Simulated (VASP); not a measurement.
# CsSnI3 (Pm-3m) in VASP: a series of runs

The runs below take CsSnI3 through relaxation of cell and atoms, single point, with PBEsol.

All numbers are computed with VASP 6.6.1; they aren't measurements. Logs are shortened: lines on timing, memory, paths and dates and some standing lists are left out, and cuts for length are marked.

## 1. The cell of the first run

It takes space group Pm-3m (No. 221, cubic). Conventional cell: a = 4.850 Å, b = 4.850 Å, c = 4.850 Å, α = 90.00°, β = 90.00°, γ = 90.00°. Cs (site symmetry m-3m) has 12 I at 3.43 Å and 8 Sn at 4.20 Å within 4.5 Å. Within 3.2 Å of Sn (site symmetry m-3m) lie 6 I at 2.43 Å. Within 3.2 Å of I (site symmetry 4/mmm) lie 2 Sn at 2.43 Å.

## 2. Relaxation of cell and atoms, PBEsol, target pressure 90 GPa, at which the enthalpy is minimised

INCAR

```
PREC = Accurate ; ENCUT = 600
EDIFF = 1E-7 ; ISMEAR = 0
SIGMA = 0.1 ; LREAL = False
LASPH = True ; NELM = 60
ALGO = Normal ; ISIF = 3
LWAVE = False ; LCHARG = False
GGA = PS ; IBRION = 2
NSW = 70 ; EDIFFG = -0.008
PSTRESS = 900.0
```

KPOINTS

```
Automatic mesh
0
Gamma
  8 8 8
```

POSCAR

```
CsSnI3
1.0
    4.8503355564      0.0000000000      0.0000000000
    0.0000000000      4.8503355564      0.0000000000
    0.0000000000      0.0000000000      4.8503355564
Cs Sn I
1 1 3
Direct
    0.0000000000      0.0000000000      0.0000000000
    0.5000000000      0.5000000000      0.5000000000
    0.0000000000      0.5000000000      0.5000000000
    0.5000000000      0.0000000000      0.5000000000
    0.5000000000      0.5000000000      0.0000000000
```

Potentials or basis: VASP PAW PBE potentials, release 64 (Cs_sv, Sn_d, I).

Launch:

```sh
$ cat potpaw_PBE.64/Cs_sv/POTCAR potpaw_PBE.64/Sn_d/POTCAR potpaw_PBE.64/I/POTCAR > POTCAR
$ mpirun -np 1 vasp_std > vasp.out
```

OUTCAR:

```text
PREC = Accurate
   ENCUT = 600
   EDIFF = 1E-7
   ISMEAR = 0
   LREAL = False
   LASPH = True
   NELM = 60
   ISIF = 3
   GGA = PS
   IBRION = 2
   NSW = 70
   EDIFFG = -0.008
   PSTRESS = 900.0

 ion  position               nearest neighbor table
   1  0.000  0.000  0.000-
   2  0.500  0.500  0.500-   3 2.43   4 2.43   5 2.43   5 2.43   4 2.43   3 2.43
   3  0.000  0.500  0.500-   2 2.43   2 2.43   5 3.43   5 3.43   4 3.43   4 3.43   4 3.43   5 3.43
                             5 3.43   4 3.43
   4  0.500  0.000  0.500-   2 2.43   2 2.43   5 3.43   5 3.43   3 3.43   3 3.43   5 3.43   5 3.43
                             3 3.43   3 3.43
   5  0.500  0.500  0.000-   2 2.43   2 2.43   4 3.43   3 3.43   3 3.43   4 3.43   4 3.43   4 3.43
                             3 3.43   3 3.43

  LATTYP: Found a simple cubic cell.
 ALAT       =     4.8503355564

  Lattice vectors:

 A1 = (   4.8503355564,   0.0000000000,   0.0000000000)
 A2 = (   0.0000000000,   4.8503355564,   0.0000000000)
 A3 = (   0.0000000000,   0.0000000000,   4.8503355564)

Analysis of symmetry for initial positions (statically):
=====================================================================
 Subroutine PRICEL returns:
 Original cell was already a primitive cell.

 Routine SETGRP: Setting up the symmetry group for a
 simple cubic supercell.

 Subroutine GETGRP returns: Found 48 space group operations
 (whereof 48 operations were pure point group operations)
 out of a pool of 48 trial point group operations.

The static configuration has the point symmetry O_h .

Analysis of symmetry for dynamics (positions and initial velocities):
=====================================================================
 Subroutine PRICEL returns:
 Original cell was already a primitive cell.

 Routine SETGRP: Setting up the symmetry group for a
 simple cubic supercell.

 Subroutine GETGRP returns: Found 48 space group operations
 (whereof 48 operations were pure point group operations)
 out of a pool of 48 trial point group operations.

The dynamic configuration has the point symmetry O_h .

 Subroutine INISYM returns: Found 48 space group operations
 (whereof 48 operations are pure point group operations),
 and found     1 'primitive' translations

----------------------------------------------------------------------------------------

                                     Primitive cell

  volume of cell :     114.1078

  direct lattice vectors                    reciprocal lattice vectors
     4.850335556  0.000000000  0.000000000     0.206171303  0.000000000  0.000000000
     0.000000000  4.850335556  0.000000000     0.000000000  0.206171303  0.000000000
     0.000000000  0.000000000  4.850335556     0.000000000  0.000000000  0.206171303

  length of vectors
     4.850335556  4.850335556  4.850335556     0.206171303  0.206171303  0.206171303

  position of ions in fractional coordinates (direct lattice)
     0.000000000  0.000000000  0.000000000
     0.500000000  0.500000000  0.500000000
     0.000000000  0.500000000  0.500000000
     0.500000000  0.000000000  0.500000000
     0.500000000  0.500000000  0.000000000

  ion indices of the primitive-cell ions
   primitive index   ion index
                 1           1
                 2           2
                 3           3
                 4           4
                 5           5

----------------------------------------------------------------------------------------

 KPOINTS: Automatic mesh

Automatic generation of k-mesh.
 Grid dimensions read from file:
 generate k-points for:    8    8    8

 Generating k-lattice:

  Cartesian coordinates                     Fractional coordinates (reciprocal lattice)
     0.025771413  0.000000000  0.000000000     0.125000000  0.000000000  0.000000000
     0.000000000  0.025771413  0.000000000     0.000000000  0.125000000  0.000000000
     0.000000000  0.000000000  0.025771413     0.000000000  0.000000000  0.125000000

  Length of vectors
     0.025771413  0.025771413  0.025771413

  Shift w.r.t. Gamma in fractional coordinates (k-lattice)
     0.000000000  0.000000000  0.000000000

 Subroutine IBZKPT returns following result:
 ===========================================

 Found     35 irreducible k-points:

 Following reciprocal coordinates:
            Coordinates               Weight
  0.000000  0.000000  0.000000      1.000000
  0.125000  0.000000  0.000000      6.000000
  0.250000  0.000000  0.000000      6.000000
  0.375000  0.000000  0.000000      6.000000
  0.500000  0.000000  0.000000      3.000000
  0.125000  0.125000  0.000000     12.000000
[... 16 lines left out ...]
  0.375000  0.375000  0.125000     24.000000
  0.500000  0.375000  0.125000     24.000000
 [... further k-points ...]
   k-points           NKPTS =     35   k-points in BZ     NKDIM =     35   number of bands    NBANDS=     26
   number of dos      NEDOS =    301   number of ions     NIONS =      5
   total plane-waves  NPLWV =  64000
   dimension x,y,z NGX =    40 NGY =   40 NGZ =   40
   dimension x,y,z NGXF=    80 NGYF=   80 NGZF=   80
   ions per type =               1   1   3
   NGX,Y,Z   is equivalent  to a cutoff of  13.71, 13.71, 13.71 a.u.
   NGXF,Y,Z  is equivalent  to a cutoff of  27.42, 27.42, 27.42 a.u.
 SYSTEM =  unknown system
   PREC   = accura    normal or accurate (medium, high low for compatibility)
   ISTART =      0    job   : 0-new  1-cont  2-samecut
   ICHARG =      2    charge: 1-file 2-atom 10-const
   ISPIN  =      1    spin polarized calculation?
   LNONCOLLINEAR =      F non collinear calculations
   LSORBIT =      F    spin-orbit coupling
   LASPH  =      T    aspherical Exc in radial PAW
   ENCUT  =  600.0 eV  44.10 Ry    6.64 a.u.   9.69  9.69  9.69*2*pi/ulx,y,z
   NELM   =     60;   NELMIN=  2; NELMDL= -5     # of ELM steps
   EDIFF  = 0.1E-06   stopping-criterion for ELM
   LREAL  =      F    real-space projection
   EDIFFG = -.8E-02   stopping-criterion for IOM
   NSW    =     70    number of steps for IOM
   IBRION =      2    ionic relax: 0-MD 1-quasi-New 2-CG
   NFREE  =      1    steps in history (QN), initial steepest desc. (CG)
   ISIF   =      3    stress and relaxation
   ISYM   =      2    0-nonsym 1-usesym 2-fastsym
   POTIM  = 0.5000    time-step for ionic-motion
   TEBEG  =    0.0;   TEEND  =   0.0 temperature during run
   PSTRESS=  900.0 pullay stress
   NELECT =      44.0000    total number of electrons
   NUPDOWN=      -1.0000    fix difference up-down
   EMIN   =  10.00;   EMAX   =-10.00  energy-range for DOS
   EFERMI =   0.00;   METHOD = LEGACY
   ISMEAR =     0;   SIGMA  =   0.10  broadening in eV -4-tet -1-fermi 0-gaus
   EFERMI_NEDOS =   21; number of points for ismear=-14 and -15
   IALGO  =     38    algorithm
   IMIX   =      4    mixing-type and parameters
     AMIX     =   0.40;   BMIX     =  1.00
     AMIX_MAG =   1.60;   BMIX_MAG =  1.00
  volume/ion in A,a.u.               =      22.82       154.01
  Fermi-wavevector in a.u.,A,eV,Ry     =   1.191573  2.251746 19.318176  1.419846
  Thomas-Fermi vector in A             =   2.327631
   LORBIT       =      0    0 simple, 1 ext, 2 COOP (PROOUT), +10 PAW based schemes
   GGA     = PS    functional components
   LHFCALC =     F    Hartree Fock is set to
   AEXX    =    0.0000 exact exchange contribution
   IVDW    =     0    specifies the selected vdW correction
   LEPSILON=     F    determine dielectric tensor
   LRPA    =     F    only Hartree local field effects (RPA)
 conjugate gradient relaxation of ions
 non-spin polarized calculation
 Gauss-broadening in eV      SIGMA  =   0.10
  energy-cutoff  :      600.00
  volume of cell :      114.11
 maximum number of plane-waves:      3840
 NGX is ok and might be reduce to    40
   NGX = 19   NGY = 19   NGZ = 19

--------------------------------------- Ionic step        1  -------------------------------------------

 number of electron      44.0000006 magnetization

 Free energy of the ion-electron system (eV)
  ---------------------------------------------------
  ext. energy  EPLUGINS =         0.00000000
  ---------------------------------------------------
  free energy    TOTEN  =        -2.43054824 eV

  energy without entropy =       -2.42738804  energy(sigma->0) =       -2.42896814

------------------------ aborting loop because EDIFF is reached ----------------------------------------

  FORCE on cell =-STRESS in cart. coord.  units (eV):
  Direction    XX          YY          ZZ          XY          YZ          ZX
  --------------------------------------------------------------------------------------
  -------------------------------------------------------------------------------------
  Total       48.8363841     48.8363841     48.8363841     -0.0000000     -0.0000000     -0.0000000
  in kB      685.7072296    685.7072296    685.7072296     -0.0000000     -0.0000000     -0.0000000
  external PRESSURE =    -214.2927704 kB  Pullay stress =     900.0000000 kB
[... 149 lines left out ...]
  enthalpy is  TOTEN    =        61.0964450650 eV   P V=       59.6776765964

--------------------------------------- Ionic step        5  -------------------------------------------

 number of electron      44.0000001 magnetization

 Free energy of the ion-electron system (eV)
  ---------------------------------------------------
  ext. energy  EPLUGINS =         0.00000000
  ---------------------------------------------------
  free energy    TOTEN  =         1.62312072 eV

  energy without entropy =        1.63428914  energy(sigma->0) =        1.62870493

 E-fermi :  13.2543     XC(G=0): -11.5426

 val. band max:       13.2204560226   @ k =   0.1250   0.1250   0.0000
 cond. band min:      13.2762965205   @ k =   0.1250   0.1250   0.1250
 fundamental gap:      0.0558404979
 Fermi energy:        13.2542980401

 k-point     1 :       0.0000    0.0000    0.0000
  band No.  band energies     occupation
      1     -11.5725      2.00000
      2     -11.5725      2.00000
      3     -11.0214      2.00000
      4     -11.0214      2.00000
      5     -11.0214      2.00000
      6     -10.4583      2.00000
[... 685 lines left out ...]
     25      15.6283      0.00000
     26      16.4013      0.00000

 [... further k-points ...]

------------------------ aborting loop because EDIFF is reached ----------------------------------------

  FORCE on cell =-STRESS in cart. coord.  units (eV):
  Direction    XX          YY          ZZ          XY          YZ          ZX
  --------------------------------------------------------------------------------------
  -------------------------------------------------------------------------------------
  Total       59.4688793     59.4688793     59.4688793      0.0000000      0.0000000     -0.0000000
  in kB      899.9512959    899.9512959    899.9512959      0.0000000      0.0000000     -0.0000000
  external PRESSURE =      -0.0487041 kB  Pullay stress =     900.0000000 kB
[... 20 lines left out ...]
  FREE ENERGIE OF THE ION-ELECTRON SYSTEM (eV)
  ---------------------------------------------------
  free  energy   TOTEN  =         1.6231207163 eV

  energy  without entropy=        1.6342891374  energy(sigma->0) =        1.62870493

  enthalpy is  TOTEN    =        61.0952184286 eV   P V=       59.4720977122

 reached required accuracy - stopping structural energy minimisation
```

Wall time 6 min (1 thread of Intel Xeon Platinum 8559C (Emerald Rapids), shared host); peak memory 0.34 GiB.

Results:

```
Free energy                                                : 1.6231 eV
Relaxed volume                                             : 21.17 Å³/atom
Relaxed cell                                               : a = 4.731 Å, b = 4.731 Å, c = 4.731 Å, α = 90.00°, β = 90.00°, γ = 90.00°
Space group after relaxing (to 0.1 Å)                      : Pm-3m (No. 221)
Energy change on relaxing (the run minimises the enthalpy) : +810.7 meV/atom
Ionic steps                                                : 5
Pressure after relaxing                                    : 90.0 GPa
```

The path:
```csv
step,energy change (eV),largest force (eV/Å),pressure (GPa),volume (Å³)
1,0.0000,0.0000,68.57,114.11
2,43.9898,0.0000,344.35,70.76
3,3.4083,0.0000,86.66,107.04
4,3.8493,0.0000,88.94,106.24
5,4.0537,0.0000,90.00,105.87
```

Final structure:
```
Cs Sn I
1.0
     4.73072    0.00000    0.00000
     0.00000    4.73072    0.00000
     0.00000    0.00000    4.73072
Cs Sn I
1 1 3
Direct
  0.00000 0.00000 0.00000
  0.50000 0.50000 0.50000
  0.00000 0.50000 0.50000
  0.50000 0.00000 0.50000
  0.50000 0.50000 0.00000
```

Caveat: the cell is relaxed towards a set pressure, so the run minimises the enthalpy, not the energy; the highest band is partly filled, so the run has too few bands; the PAW data sets were made with another functional, which shifts forces and pressure a little; spin-orbit coupling is left out, which moves the levels of the heavy elements.

## 3. Relaxation of cell and atoms, PBEsol, target pressure 4 GPa, at which the enthalpy is minimised

This run uses another cell than the first one, of 40.46 Å³/atom.

INCAR

```
SYSTEM = CsSnI3
PREC = Accurate
ENCUT = 600
EDIFF = 1E-6
ISMEAR = 0
SIGMA = 0.1
LREAL = .FALSE.
LASPH = .TRUE.
NELM = 60
ALGO = Normal
ISIF = 3
LWAVE = .FALSE.
LCHARG = .FALSE.
GGA = PS
IBRION = 2
NSW = 70
EDIFFG = -0.008
PSTRESS = 40.0
```

KPOINTS

```
Automatic mesh
0
G
  6 6 6
  0 0 0
```

Changes to POSCAR since step 2:

```diff
@@ -2,5 +2,5 @@
 1.0
-    4.8503355564      0.0000000000      0.0000000000
-    0.0000000000      4.8503355564      0.0000000000
-    0.0000000000      0.0000000000      4.8503355564
+    5.8702143408      0.0000000000      0.0000000000
+    0.0000000000      5.8702143408      0.0000000000
+    0.0000000000      0.0000000000      5.8702143408
 Cs Sn I
```

Potentials or basis: VASP PAW PBE potentials, release 64 (Cs_sv, Sn_d, I).

Launch:

```sh
$ cat potpaw_PBE.64/Cs_sv/POTCAR potpaw_PBE.64/Sn_d/POTCAR potpaw_PBE.64/I/POTCAR > POTCAR
$ mpirun -np 1 vasp_std > vasp.out
```

It took 2.6 min on 1 thread of Intel Xeon Platinum 8559C (Emerald Rapids), shared host; peak memory 0.42 GiB.

It converged, with:

* Free energy: -14.7258 eV
* Relaxed volume: 39.64 Å³/atom
* Relaxed cell: a = 5.831 Å, b = 5.831 Å, c = 5.831 Å, α = 90.00°, β = 90.00°, γ = 90.00°
* Space group after relaxing (to 0.1 Å): Pm-3m (No. 221)
* Energy change on relaxing (the run minimises the enthalpy): +18.5 meV/atom
* Ionic steps: 3
* Pressure after relaxing: 4.0 GPa
* Band gap on the k mesh: zero (filled and empty bands touch)

Step by step:
```
step  energy change (eV)  largest force (eV/Å)  pressure (GPa)  volume (Å³)
   1              0.0000                0.0000            3.29       202.28
   2              0.1218                0.0000            4.21       197.07
   3              0.0924                0.0000            4.00       198.22
```

Final structure:
```yaml
crystal:
  lattice:
    - [5.83062, 0.00000, 0.00000]
    - [0.00000, 5.83062, 0.00000]
    - [0.00000, 0.00000, 5.83062]
  atoms:
    - { symbol: Cs, position: [0.00000, 0.00000, 0.00000] }
    - { symbol: Sn, position: [0.50000, 0.50000, 0.50000] }
    - { symbol: I, position: [0.00000, 0.50000, 0.50000] }
    - { symbol: I, position: [0.50000, 0.00000, 0.50000] }
    - { symbol: I, position: [0.50000, 0.50000, 0.00000] }
```

Levels at points of the mesh, in eV from the Fermi level:
| k point | band 20 | band 21 | band 22 | band 23 | band 24 | band 25 |
| --- | --- | --- | --- | --- | --- | --- |
| (0.00, 0.00, 0.00) | -2.73 | -2.73 | -2.73 | 1.77 | 2.26 | 2.26 |
| (0.50, 0.00, 0.00) | -2.97 | -2.97 | -1.55 | 0.92 | 3.50 | 3.53 |
| (0.50, 0.50, 0.00) | -3.07 | -2.19 | -0.44 | 0.60 | 0.60 | 3.76 |
| (0.50, 0.50, 0.50) | -2.16 | -2.16 | 0.03 | 0.03 | 0.03 | 0.74 |

Caveat: the cell is relaxed towards a set pressure, so the run minimises the enthalpy, not the energy; semilocal functionals underestimate gaps, and a narrow one can read as zero; the PAW data sets were made with another functional, which shifts forces and pressure a little; spin-orbit coupling is left out, which moves the levels of the heavy elements.

(Continued in part 2 of 3.)

The gap in the log of VASP goes by the Fermi energy; the results here count the filled bands.